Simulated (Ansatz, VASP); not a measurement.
# One calculation of Pb, two programs

Contents of INCAR:

```
PREC = Accurate ; ENCUT = 520
EDIFF = 1E-6 ; ISMEAR = -1
SIGMA = 0.1 ; LREAL = F
LASPH = T ; NELM = 60
ALGO = Normal ; ISIF = 2
LWAVE = F ; LCHARG = T
GGA = PE ; LELF = T
LVHAR = T ; NBANDS = 36
```

File KPOINTS:

```
regular mesh
0
Gamma
  11 11 3
```

POSCAR

```
Pb
1.0
    3.5251822374      0.0000000000      0.0000000000
   -1.7625911187      3.0528973705      0.0000000000
    0.0000000000      0.0000000000     11.3935805302
Pb
4
Direct
    1.0000000000      1.0000000000      0.0000000000
    1.0000000000      1.0000000000      0.5000000000
    0.3333333333      0.6666666667      0.2500000000
    0.6666666667      0.3333333333      0.7500000000
```

Input for Ansatz:

```yaml
crystal:
  lattice:
    - [3.5251822374, 0.0, 0.0]
    - [-1.7625911187, 3.0528973705, 0.0]
    - [0.0, 0.0, 11.3935805302]
  atoms:
    - { symbol: Pb, position: [1.0, 1.0, 0.0] }
    - { symbol: Pb, position: [1.0, 1.0, 0.5] }
    - { symbol: Pb, position: [0.3333333333, 0.6666666667, 0.25] }
    - { symbol: Pb, position: [0.6666666667, 0.3333333333, 0.75] }
hamiltonian:
  xc: pbe
  pseudopotentials:
    kind: paw
    azcp:
      Pb: "pseudopotentials/Pb.paw.azcp"
basis:
  ecutwfc: 420
  fft_grid_basis: typed
kpoints:
  mp_grid: { grid: [11, 11, 3], shift: [0, 0, 0] }
magnetization:
  spin_polarized: false
scf:
  occupations: { method: fermi_dirac, width: 0.1 }
  lower_state_search: "off"
output:
  stress: true
  write_density: true
  write_potential: true
  elf: true
  volumetric_format: npy
```

Alike in both runs: task single point; functional PBE; k mesh 11 × 11 × 3; occupations fermi-dirac, width 0.1 eV; no spin polarisation.

|  | VASP | Ansatz |
| --- | --- | --- |
| version | VASP 6.6.1 | Ansatz 0.2.0 |
| potentials or method | VASP PAW PBE potentials, release 64 (Pb_d), cutoff 520 eV | plane waves (420 eV) with PAW, scalar-relativistic |
| valence electrons in the cell | 56 | 56 |

VASP gave:

| Quantity | Value |
| --- | --- |
| pressure (GPa) | 1.6 |
| traceless stress, the component that is largest in VASP (GPa) | 0.32 |

Task: What did Ansatz give for the same quantities?

Result: Pressure (GPa): 1.7; traceless stress, the component that is largest in VASP (GPa): 0.33.

Spin-orbit coupling is off throughout.
